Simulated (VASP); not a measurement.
# Zr2O (P4_2/nnm) in VASP: further runs

Runs on Zr2O. Level: PBEsol. Tasks: single point.

Program: VASP 6.6.1. These are calculated values, not measurements. Logs are shortened: lines on timing, memory, paths and dates and some standing lists are left out, and cuts for length are marked.

### 1 The cell of the first run

It takes space group P4_2/nnm (No. 134, tetragonal). The conventional cell has a = 4.800 Å, b = 4.800 Å, c = 4.440 Å, α = 90.00°, β = 90.00°, γ = 90.00°. Within 2.7 Å of Zr (site symmetry 2/m) lie 2 O at 2.03 Å. Within 2.7 Å of O (site symmetry -42m) lie 4 Zr at 2.03 Å.

### 2 Single point, PBEsol (strain -0.0750 x Voigt [0, 0, 1, 0, 0, 0])

INCAR reads:

```
PREC = Accurate
ENCUT = 520
EDIFF = 1E-7
ISMEAR = 0
SIGMA = 0.15
LREAL = F
LASPH = T
NELM = 80
ALGO = Normal
ISIF = 2
LWAVE = F
LCHARG = F
GGA = PS
NBANDS = 39
```

KPOINTS reads:

```
regular mesh
0
Gamma
  10 10 10
```

POSCAR reads:

```
Zr2O
1.0
    4.8002881811      0.0000000000      0.0000000000
    0.0000000000      4.8002881811      0.0000000000
    0.0000000000      0.0000000000      4.4402665675
Zr O
4 2
Direct
    0.2500000000      0.2500000000      0.7500000000
    0.7500000000      0.2500000000      0.2500000000
    0.2500000000      0.7500000000      0.2500000000
    0.7500000000      0.7500000000      0.7500000000
    0.0000000000      0.0000000000      0.0000000000
    0.5000000000      0.5000000000      0.5000000000
```

Potentials or basis: VASP PAW PBE potentials, release 64 (Zr_sv, O).

Command:

```
> cat potpaw_PBE.64/Zr_sv/POTCAR potpaw_PBE.64/O/POTCAR > POTCAR
> mpirun -np 1 vasp_std > vasp.out
```

OUTCAR:

```text
PREC = Accurate
   ENCUT = 520
   EDIFF = 1E-7
   ISMEAR = 0
   LREAL = F
   LASPH = T
   NELM = 80
   ISIF = 2
   GGA = PS

 ion  position               nearest neighbor table
   1  0.250  0.250  0.750-   5 2.03   6 2.03   2 3.27   3 3.27   2 3.27   3 3.27   3 3.27   3 3.27
                             2 3.27   2 3.27   4 3.39   4 3.39   4 3.39   4 3.39
   2  0.750  0.250  0.250-   5 2.03   6 2.03   1 3.27   4 3.27   1 3.27   4 3.27   4 3.27   4 3.27
                             1 3.27   1 3.27   3 3.39   3 3.39   3 3.39   3 3.39
   3  0.250  0.750  0.250-   5 2.03   6 2.03   1 3.27   4 3.27   1 3.27   4 3.27   1 3.27   1 3.27
                             4 3.27   4 3.27   2 3.39   2 3.39   2 3.39   2 3.39
   4  0.750  0.750  0.750-   5 2.03   6 2.03   2 3.27   3 3.27   2 3.27   3 3.27   2 3.27   2 3.27
                             3 3.27   3 3.27   1 3.39   1 3.39   1 3.39   1 3.39
   5  0.000  0.000  0.000-   1 2.03   2 2.03   3 2.03   4 2.03
   6  0.500  0.500  0.500-   1 2.03   2 2.03   3 2.03   4 2.03

  LATTYP: Found a simple tetragonal cell.
 ALAT       =     4.8002881811
 C/A-ratio  =     0.9250000000

  Lattice vectors:

 A1 = (   4.8002881811,   0.0000000000,   0.0000000000)
 A2 = (   0.0000000000,   4.8002881811,   0.0000000000)
 A3 = (   0.0000000000,   0.0000000000,   4.4402665675)

Analysis of symmetry for initial positions (statically):
=====================================================================
 Subroutine PRICEL returns:
 Original cell was already a primitive cell.

 Routine SETGRP: Setting up the symmetry group for a
 simple tetragonal supercell.

 Subroutine GETGRP returns: Found 16 space group operations
 (whereof  8 operations were pure point group operations)
 out of a pool of 16 trial point group operations.

The static configuration has the point symmetry D_2d.
 The point group associated with its full space group is D_4h.

Analysis of symmetry for dynamics (positions and initial velocities):
=====================================================================
 Subroutine PRICEL returns:
 Original cell was already a primitive cell.

 Routine SETGRP: Setting up the symmetry group for a
 simple tetragonal supercell.

 Subroutine GETGRP returns: Found 16 space group operations
 (whereof  8 operations were pure point group operations)
 out of a pool of 16 trial point group operations.

The dynamic configuration has the point symmetry D_2d.
 The point group associated with its full space group is D_4h.

 Subroutine INISYM returns: Found 16 space group operations
 (whereof  8 operations are pure point group operations),
 and found     1 'primitive' translations

[... 104 lines left out ...]
   EDIFFG = 0.1E-05   stopping-criterion for IOM
   NSW    =      0    number of steps for IOM
   IBRION =     -1    ionic relax: 0-MD 1-quasi-New 2-CG
   NFREE  =      0    steps in history (QN), initial steepest desc. (CG)
   ISIF   =      2    stress and relaxation
   ISYM   =      2    0-nonsym 1-usesym 2-fastsym
   POTIM  = 0.5000    time-step for ionic-motion
   TEBEG  =    0.0;   TEEND  =   0.0 temperature during run
   PSTRESS=    0.0 pullay stress
   NELECT =      60.0000    total number of electrons
   NUPDOWN=      -1.0000    fix difference up-down
   EMIN   =  10.00;   EMAX   =-10.00  energy-range for DOS
   EFERMI =   0.00;   METHOD = LEGACY
   ISMEAR =     0;   SIGMA  =   0.15  broadening in eV -4-tet -1-fermi 0-gaus
   EFERMI_NEDOS =   21; number of points for ismear=-14 and -15
   IALGO  =     38    algorithm
   IMIX   =      4    mixing-type and parameters
     AMIX     =   0.40;   BMIX     =  1.00
     AMIX_MAG =   1.60;   BMIX_MAG =  1.00
  volume/ion in A,a.u.               =      17.05       115.08
  Fermi-wavevector in a.u.,A,eV,Ry     =   1.370284  2.589462 25.547376  1.877679
  Thomas-Fermi vector in A             =   2.496084
   LORBIT       =      0    0 simple, 1 ext, 2 COOP (PROOUT), +10 PAW based schemes
   GGA     = PS    functional components
   LHFCALC =     F    Hartree Fock is set to
   AEXX    =    0.0000 exact exchange contribution
   IVDW    =     0    specifies the selected vdW correction
   LEPSILON=     F    determine dielectric tensor
   LRPA    =     F    only Hartree local field effects (RPA)
 non-spin polarized calculation
 Gauss-broadening in eV      SIGMA  =   0.15
  energy-cutoff  :      520.00
  volume of cell :      102.32
 maximum number of plane-waves:      2780
 NGX is ok and might be reduce to    36
   NGX = 17   NGY = 17   NGZ = 17

 number of electron      59.9999984 magnetization

 Free energy of the ion-electron system (eV)
  ---------------------------------------------------
  ext. energy  EPLUGINS =         0.00000000
  ---------------------------------------------------
  free energy    TOTEN  =       -56.23086419 eV

  energy without entropy =      -56.14890194  energy(sigma->0) =      -56.18988307

 E-fermi :   9.1489     XC(G=0): -11.4655

 val. band max:        9.1486130305   @ k =   0.3000   0.3000   0.3000
 cond. band min:       9.1497438871   @ k =   0.5000   0.0000   0.5000
 fundamental gap:      0.0011308566
 Fermi energy:         9.1489145634

 k-point     1 :       0.0000    0.0000    0.0000
  band No.  band energies     occupation
      1     -39.7108      2.00000
      2     -39.5627      2.00000
      3     -39.5627      2.00000
      4     -39.5336      2.00000
      5     -19.5736      2.00000
      6     -18.0538      2.00000
[... 997 lines left out ...]
     38      12.7429      0.00000
     39      12.8330      0.00000

 [... further k-points ...]
[... 5 lines left out ...]
  --------------------------------------------------------------------------------------
  -------------------------------------------------------------------------------------
  Total        7.6616199      7.6616199      9.1614903      0.0000000      0.0000000      0.0000000
  in kB      119.9741057    119.9741057    143.4607329      0.0000000      0.0000000      0.0000000
  external PRESSURE =     127.8029814 kB  Pullay stress =       0.0000000 kB

 VOLUME and BASIS-vectors are now :
 -----------------------------------------------------------------------------
  energy-cutoff  :      520.00
  volume of cell :      102.32
      direct lattice vectors                 reciprocal lattice vectors
     4.800288181  0.000000000  0.000000000     0.208320826  0.000000000  0.000000000
     0.000000000  4.800288181  0.000000000     0.000000000  0.208320826  0.000000000
     0.000000000  0.000000000  4.440266568     0.000000000  0.000000000  0.225211704

 POSITION                                       TOTAL-FORCE (eV/Angst)
 -----------------------------------------------------------------------------------
      1.20007      1.20007      3.33020         0.000000     -0.000000     -0.000000
      3.60022      1.20007      1.11007         0.000000      0.000000      0.000000
      1.20007      3.60022      1.11007        -0.000000     -0.000000      0.000000
      3.60022      3.60022      3.33020        -0.000000      0.000000      0.000000
      0.00000      0.00000      0.00000        -0.000000     -0.000000      0.000000
      2.40014      2.40014      2.22013        -0.000000     -0.000000      0.000000
 -----------------------------------------------------------------------------------
    total drift:                                0.000000     -0.000000      0.000000

  FREE ENERGIE OF THE ION-ELECTRON SYSTEM (eV)
  ---------------------------------------------------
  free  energy   TOTEN  =       -56.2308641908 eV

  energy  without entropy=      -56.1489019439  energy(sigma->0) =      -56.18988307
```

Run time: 2.8 min. Hardware: 1 thread of Intel Xeon 6975P-C (Granite Rapids), shared host; peak memory 0.46 GiB.

Results:

```
Free energy            : -56.2309 eV
Pressure               : 12.8 GPa
Band gap on the k mesh : zero (bands 30 and 31 overlap by 0.91 eV)
```

Stress tensor (GPa, compression positive):
```
12.00  0.00  0.00
 0.00 12.00  0.00
 0.00  0.00 14.35
```

Levels at points of the mesh, in eV from the Fermi level:
```csv
k point,band 27,band 28,band 29,band 30,band 31,band 32,band 33,band 34
"(0.00, 0.00, 0.00)",-2.07,-1.98,-1.98,-1.66,1.93,2.11,2.52,2.54
"(0.50, 0.00, 0.00)",-0.71,-0.71,-0.32,-0.32,-0.25,-0.25,1.09,1.09
"(0.50, 0.50, 0.00)",-1.41,-1.41,0.01,0.01,0.18,0.18,0.90,0.90
"(0.00, 0.00, 0.50)",-0.68,-0.68,-0.15,-0.15,-0.04,-0.04,1.71,1.71
"(0.50, 0.00, 0.50)",-1.43,-1.43,0.00,0.00,0.21,0.21,0.87,0.87
"(0.50, 0.50, 0.50)",-2.42,-0.24,0.24,0.55,0.84,0.84,1.65,1.65
```

Caveat: the cell differs from its parent crystal (strain -0.0750 x Voigt [0, 0, 1, 0, 0, 0]); the cell stands under pressure; the PAW data sets were made with another functional, which shifts forces and pressure a little.

(Continued in part 2 of 2.)
